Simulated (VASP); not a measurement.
# GaP (zincblende type) (F-43m) in VASP: notebook, part 2 of 2

VASP 6.6.1.

### 4 Electric field gradients, PBE (volume scaled by 1.03)

The input, INCAR:

```
PREC = Accurate
ENCUT = 520
EDIFF = 1E-8
ISMEAR = -1
SIGMA = 0.03
LREAL = False
LASPH = True
NELM = 80
ALGO = Normal
ISIF = 2
LWAVE = False
LCHARG = False
GGA = PE
LEFG = True
NBANDS = 16
```

The input, KPOINTS:

```
Automatic mesh
0
Gamma
  13 13 13
```

The input, POSCAR:

```
GaP
1.0
    0.0000000000      2.7802685117      2.7802685117
    2.7802685117      0.0000000000      2.7802685117
    2.7802685117      2.7802685117      0.0000000000
Ga P
1 1
Direct
    0.0000000000      0.0000000000      0.0000000000
    0.2500000000      0.2500000000      0.2500000000
```

Potentials or basis: VASP PAW PBE potentials, release 64 (Ga_d, P).

Command:

```bash
> cat potpaw_PBE.64/Ga_d/POTCAR potpaw_PBE.64/P/POTCAR > POTCAR
> mpirun -np 1 vasp_std > vasp.out
```

OUTCAR:

```text
PREC = Accurate
   ENCUT = 520
   EDIFF = 1E-8
   ISMEAR = -1
   LREAL = False
   LASPH = True
   NELM = 80
   ISIF = 2
   GGA = PE

 ion  position               nearest neighbor table
   1  0.000  0.000  0.000-   2 2.41   2 2.41   2 2.41   2 2.41
   2  0.250  0.250  0.250-   1 2.41   1 2.41   1 2.41   1 2.41

  LATTYP: Found a face centered cubic cell.
 ALAT       =     5.5605370234

  Lattice vectors:

 A1 = (   0.0000000000,   2.7802685117,   2.7802685117)
 A2 = (   2.7802685117,   0.0000000000,   2.7802685117)
 A3 = (   2.7802685117,   2.7802685117,   0.0000000000)

Analysis of symmetry for initial positions (statically):
=====================================================================
 Subroutine PRICEL returns:
 Original cell was already a primitive cell.

 Routine SETGRP: Setting up the symmetry group for a
 face centered cubic supercell.

 Subroutine GETGRP returns: Found 24 space group operations
 (whereof 24 operations were pure point group operations)
 out of a pool of 48 trial point group operations.

The static configuration has the point symmetry T_d .

Analysis of symmetry for dynamics (positions and initial velocities):
=====================================================================
 Subroutine PRICEL returns:
 Original cell was already a primitive cell.

 Routine SETGRP: Setting up the symmetry group for a
 face centered cubic supercell.

 Subroutine GETGRP returns: Found 24 space group operations
 (whereof 24 operations were pure point group operations)
 out of a pool of 48 trial point group operations.

The dynamic configuration has the point symmetry T_d .

 Subroutine INISYM returns: Found 24 space group operations
[... 149 lines left out ...]
 fundamental gap:      1.3366304326
 Fermi energy:         4.6779797071

 k-point     1 :       0.0000    0.0000    0.0000
  band No.  band energies     occupation
      1     -10.4026      2.00000
      2     -10.4026      2.00000
      3     -10.4026      2.00000
      4     -10.3199      2.00000
      5     -10.3199      2.00000
      6      -7.9984      2.00000
[... 433 lines left out ...]
      3     -10.3746      2.00000
      4     -10.3234      2.00000
      5     -10.3116      2.00000
      6      -6.1587      2.00000
[... 8 lines left out ...]
     15      15.5405      0.00000
     16      15.7238      0.00000

 [... further k-points ...]
[... 5 lines left out ...]
  --------------------------------------------------------------------------------------
  -------------------------------------------------------------------------------------
  Total       -0.5662830     -0.5662830     -0.5662830     -0.0000000     -0.0000000      0.0000000
  in kB      -21.1083312    -21.1083312    -21.1083312     -0.0000000     -0.0000000      0.0000000
  external PRESSURE =     -21.1083312 kB  Pullay stress =       0.0000000 kB

 VOLUME and BASIS-vectors are now :
 -----------------------------------------------------------------------------
  energy-cutoff  :      520.00
  volume of cell :       42.98
      direct lattice vectors                 reciprocal lattice vectors
     0.000000000  2.780268512  2.780268512    -0.179838745  0.179838745  0.179838745
     2.780268512  0.000000000  2.780268512     0.179838745 -0.179838745  0.179838745
     2.780268512  2.780268512  0.000000000     0.179838745  0.179838745 -0.179838745

 POSITION                                       TOTAL-FORCE (eV/Angst)
 -----------------------------------------------------------------------------------
      0.00000      0.00000      0.00000        -0.000000     -0.000000     -0.000000
      1.39013      1.39013      1.39013         0.000000      0.000000      0.000000
 -----------------------------------------------------------------------------------
    total drift:                                0.000002      0.000002      0.000002

  FREE ENERGIE OF THE ION-ELECTRON SYSTEM (eV)
  ---------------------------------------------------
  free  energy   TOTEN  =        -9.1196408623 eV

  energy  without entropy=       -9.1196408623  energy(sigma->0) =       -9.11964086

 Electric field gradients (V/A^2)
---------------------------------------------------------------------
 ion       V_xx      V_yy      V_zz      V_xy      V_xz      V_yz
---------------------------------------------------------------------
   1      -0.000     0.000    -0.000    -0.003    -0.003    -0.003
   2       0.000    -0.000     0.000    -0.000    -0.000    -0.000
---------------------------------------------------------------------

 Electric field gradients after diagonalization (V/A^2)
 (convention: |V_zz| > |V_xx| > |V_yy|)
----------------------------------------------------------------------
 ion       V_xx      V_yy      V_zz     asymmetry (V_yy - V_xx)/ V_zz
----------------------------------------------------------------------
   1       0.003     0.003    -0.007       0.000
   2       0.000     0.000    -0.001       0.000
----------------------------------------------------------------------

           NMR quadrupolar parameters

 Cq : quadrupolar parameter    Cq=e*Q*V_zz/h
 eta: asymmetry parameters     (V_yy - V_xx)/ V_zz
 Q  : nuclear electric quadrupole moment in mb (millibarn)
----------------------------------------------------------------------
 ion       Cq(MHz)       eta       Q (mb)
----------------------------------------------------------------------
   1      -0.000       0.000       1.000
   2      -0.000       0.000       1.000
----------------------------------------------------------------------
```

OSZICAR:

```text
N       E                     dE             d eps       ncg     rms          rms(c)
DAV:   1     0.812544483648E+02    0.81254E+02   -0.91062E+03  2800   0.159E+03
DAV:   2    -0.289818722917E+01   -0.84153E+02   -0.79877E+02  3136   0.309E+02
DAV:   3    -0.926560382891E+01   -0.63674E+01   -0.63462E+01  3304   0.656E+01
DAV:   4    -0.936968900853E+01   -0.10409E+00   -0.10406E+00  3480   0.917E+00
DAV:   5    -0.937167403299E+01   -0.19850E-02   -0.19850E-02  3392   0.109E+00    0.398E+00
DAV:   6    -0.914111662863E+01    0.23056E+00   -0.37568E-01  4144   0.979E+00    0.260E+00
DAV:   7    -0.911870196362E+01    0.22415E-01   -0.84077E-02  3464   0.186E+00    0.106E+00
DAV:   8    -0.911907577209E+01   -0.37381E-03   -0.12452E-02  3088   0.133E+00    0.154E-01
DAV:   9    -0.911948358228E+01   -0.40781E-03   -0.12985E-03  3400   0.512E-01    0.850E-02
DAV:  10    -0.911956382075E+01   -0.80238E-04   -0.11148E-04  3960   0.102E-01    0.440E-02
DAV:  11    -0.911964093424E+01   -0.77113E-04   -0.10837E-04  3064   0.865E-02    0.535E-03
DAV:  12    -0.911964050178E+01    0.43246E-06   -0.31584E-06  3368   0.221E-02    0.252E-03
DAV:  13    -0.911964081084E+01   -0.30906E-06   -0.83745E-07  3536   0.753E-03    0.193E-03
DAV:  14    -0.911964085694E+01   -0.46101E-07   -0.45604E-08  3480   0.158E-03    0.155E-03
DAV:  15    -0.911964086235E+01   -0.54033E-08   -0.23684E-09  2728   0.483E-04
   1 F= -.91196409E+01 E0= -.91196409E+01  d E =-.307647E-11
```

Run time: 82 s. Hardware: 1 thread of AMD EPYC 7R13, shared host; peak memory 0.18 GiB.

What came out:

```yaml
Free_energy: -9.1196 eV
Pressure: -2.1 GPa
Band_gap_on_the_k_mesh: 1.34 eV, direct
```

Caveat: without QUAD_EFG the Cq values of the log hold for a quadrupole moment of 1 mb, not for the nuclei. A k mesh can miss the band edges.

### 5 Electric field gradients, PBE (volume scaled by 1.06)

INCAR is that of step 4.

KPOINTS is that of step 4.

The input, POSCAR:

```
GaP
1.0
    0.0000000000      2.8070035029      2.8070035029
    2.8070035029      0.0000000000      2.8070035029
    2.8070035029      2.8070035029      0.0000000000
Ga P
1 1
Direct
    0.0000000000      0.0000000000      0.0000000000
    0.2500000000      0.2500000000      0.2500000000
```

Potentials or basis: VASP PAW PBE potentials, release 64 (Ga_d, P).

Command:

```bash
> cat potpaw_PBE.64/Ga_d/POTCAR potpaw_PBE.64/P/POTCAR > POTCAR
> mpirun -np 1 vasp_std > vasp.out
```

OUTCAR:

```text
PREC = Accurate
   ENCUT = 520
   EDIFF = 1E-8
   ISMEAR = -1
   LREAL = False
   LASPH = True
   NELM = 80
   ISIF = 2
   GGA = PE

 ion  position               nearest neighbor table
   1  0.000  0.000  0.000-   2 2.43   2 2.43   2 2.43   2 2.43
   2  0.250  0.250  0.250-   1 2.43   1 2.43   1 2.43   1 2.43

  LATTYP: Found a face centered cubic cell.
 ALAT       =     5.6140070058

  Lattice vectors:

 A1 = (   0.0000000000,   2.8070035029,   2.8070035029)
 A2 = (   2.8070035029,   0.0000000000,   2.8070035029)
 A3 = (   2.8070035029,   2.8070035029,   0.0000000000)

Analysis of symmetry for initial positions (statically):
=====================================================================
 Subroutine PRICEL returns:
 Original cell was already a primitive cell.

 Routine SETGRP: Setting up the symmetry group for a
 face centered cubic supercell.

 Subroutine GETGRP returns: Found 24 space group operations
 (whereof 24 operations were pure point group operations)
 out of a pool of 48 trial point group operations.

The static configuration has the point symmetry T_d .

Analysis of symmetry for dynamics (positions and initial velocities):
=====================================================================
 Subroutine PRICEL returns:
 Original cell was already a primitive cell.

 Routine SETGRP: Setting up the symmetry group for a
 face centered cubic supercell.

 Subroutine GETGRP returns: Found 24 space group operations
 (whereof 24 operations were pure point group operations)
 out of a pool of 48 trial point group operations.

The dynamic configuration has the point symmetry T_d .

 Subroutine INISYM returns: Found 24 space group operations
 (whereof 24 operations are pure point group operations),
 and found     1 'primitive' translations

----------------------------------------------------------------------------------------

                                     Primitive cell

  volume of cell :      44.2343

  direct lattice vectors                    reciprocal lattice vectors
     0.000000000  2.807003503  2.807003503    -0.178125891  0.178125891  0.178125891
     2.807003503  0.000000000  2.807003503     0.178125891 -0.178125891  0.178125891
     2.807003503  2.807003503  0.000000000     0.178125891  0.178125891 -0.178125891

  length of vectors
     3.969702423  3.969702423  3.969702423     0.308523093  0.308523093  0.308523093

  position of ions in fractional coordinates (direct lattice)
     0.000000000  0.000000000  0.000000000
     0.250000000  0.250000000  0.250000000

  ion indices of the primitive-cell ions
   primitive index   ion index
                 1           1
                 2           2

----------------------------------------------------------------------------------------

 KPOINTS: Automatic mesh

Automatic generation of k-mesh.
 Grid dimensions read from file:
 generate k-points for:   13   13   13

 Generating k-lattice:

  Cartesian coordinates                     Fractional coordinates (reciprocal lattice)
[... 59 lines left out ...]
   NELM   =     80;   NELMIN=  2; NELMDL= -5     # of ELM steps
   EDIFF  = 0.1E-07   stopping-criterion for ELM
   LREAL  =      F    real-space projection
   EDIFFG = 0.1E-06   stopping-criterion for IOM
   NSW    =      0    number of steps for IOM
   IBRION =     -1    ionic relax: 0-MD 1-quasi-New 2-CG
   NFREE  =      0    steps in history (QN), initial steepest desc. (CG)
   ISIF   =      2    stress and relaxation
   ISYM   =      2    0-nonsym 1-usesym 2-fastsym
   POTIM  = 0.5000    time-step for ionic-motion
   TEBEG  =    0.0;   TEEND  =   0.0 temperature during run
   PSTRESS=    0.0 pullay stress
   NELECT =      18.0000    total number of electrons
   NUPDOWN=      -1.0000    fix difference up-down
   EMIN   =  10.00;   EMAX   =-10.00  energy-range for DOS
   EFERMI =   0.00;   METHOD = LEGACY
   ISMEAR =    -1;   SIGMA  =   0.03  broadening in eV -4-tet -1-fermi 0-gaus
   EFERMI_NEDOS =   21; number of points for ismear=-14 and -15
   IALGO  =     38    algorithm
   IMIX   =      4    mixing-type and parameters
     AMIX     =   0.40;   BMIX     =  1.00
     AMIX_MAG =   1.60;   BMIX_MAG =  1.00
  volume/ion in A,a.u.               =      22.12       149.25
  Fermi-wavevector in a.u.,A,eV,Ry     =   1.213145  2.292512 20.023977  1.471721
  Thomas-Fermi vector in A             =   2.348606
   LORBIT       =      0    0 simple, 1 ext, 2 COOP (PROOUT), +10 PAW based schemes
   GGA     = PE    functional components
[... 5 lines left out ...]
 non-spin polarized calculation
  energy-cutoff  :      520.00
  volume of cell :       44.23
 maximum number of plane-waves:      1243
 NGX is ok and might be reduce to    30
   NGX = 15   NGY = 15   NGZ = 15

 number of electron      18.0000010 magnetization

 Free energy of the ion-electron system (eV)
  ---------------------------------------------------
  ext. energy  EPLUGINS =         0.00000000
  ---------------------------------------------------
  free energy    TOTEN  =        -9.09606745 eV

  energy without entropy =       -9.09606745  energy(sigma->0) =       -9.09606745

 E-fermi :   4.3320     XC(G=0):  -9.4352

 val. band max:        3.7882512872   @ k =   0.0000   0.0000   0.0000
 cond. band min:       4.8962771377   @ k =   0.0000   0.0000   0.0000
 fundamental gap:      1.1080258504
 Fermi energy:         4.3319738959

 k-point     1 :       0.0000    0.0000    0.0000
  band No.  band energies     occupation
      1     -10.6388      2.00000
      2     -10.6388      2.00000
      3     -10.6388      2.00000
      4     -10.5634      2.00000
      5     -10.5634      2.00000
      6      -8.0718      2.00000
[... 433 lines left out ...]
      3     -10.6134      2.00000
      4     -10.5664      2.00000
      5     -10.5559      2.00000
      6      -6.3115      2.00000
[... 8 lines left out ...]
     15      15.1067      0.00000
     16      15.3571      0.00000

 [... further k-points ...]
[... 5 lines left out ...]
  --------------------------------------------------------------------------------------
  -------------------------------------------------------------------------------------
  Total       -1.0755500     -1.0755500     -1.0755500     -0.0000000     -0.0000000      0.0000000
  in kB      -38.9567141    -38.9567141    -38.9567141     -0.0000000     -0.0000000      0.0000000
  external PRESSURE =     -38.9567141 kB  Pullay stress =       0.0000000 kB

 VOLUME and BASIS-vectors are now :
 -----------------------------------------------------------------------------
  energy-cutoff  :      520.00
  volume of cell :       44.23
      direct lattice vectors                 reciprocal lattice vectors
     0.000000000  2.807003503  2.807003503    -0.178125891  0.178125891  0.178125891
     2.807003503  0.000000000  2.807003503     0.178125891 -0.178125891  0.178125891
     2.807003503  2.807003503  0.000000000     0.178125891  0.178125891 -0.178125891

 POSITION                                       TOTAL-FORCE (eV/Angst)
 -----------------------------------------------------------------------------------
      0.00000      0.00000      0.00000         0.000000      0.000000      0.000000
      1.40350      1.40350      1.40350        -0.000000     -0.000000     -0.000000
 -----------------------------------------------------------------------------------
    total drift:                                0.000002      0.000002      0.000002

  FREE ENERGIE OF THE ION-ELECTRON SYSTEM (eV)
  ---------------------------------------------------
  free  energy   TOTEN  =        -9.0960674465 eV

  energy  without entropy=       -9.0960674464  energy(sigma->0) =       -9.09606745

 Electric field gradients (V/A^2)
---------------------------------------------------------------------
 ion       V_xx      V_yy      V_zz      V_xy      V_xz      V_yz
---------------------------------------------------------------------
   1      -0.000    -0.000     0.000    -0.004    -0.004    -0.004
   2       0.000     0.000    -0.000    -0.000    -0.000    -0.000
---------------------------------------------------------------------

 Electric field gradients after diagonalization (V/A^2)
 (convention: |V_zz| > |V_xx| > |V_yy|)
----------------------------------------------------------------------
 ion       V_xx      V_yy      V_zz     asymmetry (V_yy - V_xx)/ V_zz
----------------------------------------------------------------------
   1       0.004     0.004    -0.007       0.000
   2       0.000     0.000    -0.000       0.000
----------------------------------------------------------------------

           NMR quadrupolar parameters

 Cq : quadrupolar parameter    Cq=e*Q*V_zz/h
 eta: asymmetry parameters     (V_yy - V_xx)/ V_zz
 Q  : nuclear electric quadrupole moment in mb (millibarn)
----------------------------------------------------------------------
 ion       Cq(MHz)       eta       Q (mb)
----------------------------------------------------------------------
   1      -0.000       0.000       1.000
   2      -0.000       0.000       1.000
----------------------------------------------------------------------
```

OSZICAR:

```text
N       E                     dE             d eps       ncg     rms          rms(c)
DAV:   1     0.835176190954E+02    0.83518E+02   -0.89501E+03  2728   0.155E+03
DAV:   2    -0.258299589721E+01   -0.86101E+02   -0.81841E+02  3080   0.315E+02
DAV:   3    -0.922376021532E+01   -0.66408E+01   -0.66180E+01  3344   0.670E+01
DAV:   4    -0.933893248647E+01   -0.11517E+00   -0.11514E+00  3496   0.960E+00
DAV:   5    -0.934098939140E+01   -0.20569E-02   -0.20568E-02  3408   0.110E+00    0.385E+00
DAV:   6    -0.911541789478E+01    0.22557E+00   -0.37610E-01  4192   0.948E+00    0.250E+00
DAV:   7    -0.909506685622E+01    0.20351E-01   -0.79402E-02  3504   0.177E+00    0.104E+00
DAV:   8    -0.909548714562E+01   -0.42029E-03   -0.12010E-02  3120   0.129E+00    0.137E-01
DAV:   9    -0.909590229103E+01   -0.41515E-03   -0.12903E-03  3472   0.515E-01    0.873E-02
DAV:  10    -0.909598690970E+01   -0.84619E-04   -0.11034E-04  3600   0.970E-02    0.464E-02
DAV:  11    -0.909606753512E+01   -0.80625E-04   -0.11474E-04  3144   0.894E-02    0.558E-03
DAV:  12    -0.909606706815E+01    0.46697E-06   -0.35197E-06  3272   0.219E-02    0.237E-03
DAV:  13    -0.909606737744E+01   -0.30928E-06   -0.81445E-07  3536   0.728E-03    0.202E-03
DAV:  14    -0.909606744133E+01   -0.63897E-07   -0.63318E-08  3528   0.195E-03    0.150E-03
DAV:  15    -0.909606744645E+01   -0.51186E-08   -0.31443E-09  2736   0.662E-04
   1 F= -.90960674E+01 E0= -.90960674E+01  d E =-.391586E-10
```

Run time: 80 s. Hardware: 1 thread of AMD EPYC 7R13, shared host; peak memory 0.18 GiB.

Results:

| Property | Result |
| --- | --- |
| Free energy | -9.0961 eV |
| Pressure | -3.9 GPa |
| Band gap on the k mesh | 1.11 eV, direct |

Caveat: without QUAD_EFG the Cq values of the log hold for a quadrupole moment of 1 mb, not for the nuclei.

### 6 Overview

| cell | gap on the mesh (eV) | pressure (GPa) |
| --- | --- | --- |
| a = 3.893 Å, angles 60.0°, 2 atoms | 1.58 | 0.0 |
| a = 3.932 Å, angles 60.0°, 2 atoms | 1.34 | -2.1 |
| a = 3.970 Å, angles 60.0°, 2 atoms | 1.11 | -3.9 |

Alike in all rows: task electric field gradients; level PBE; potentials or basis VASP PAW PBE potentials, release 64 (Ga_d, P); no spin polarisation; k mesh 13 × 13 × 13; cutoff (eV) 520; smearing fermi-dirac 0.03 eV.

Absolute energies hang on the potentials; compare differences alone.
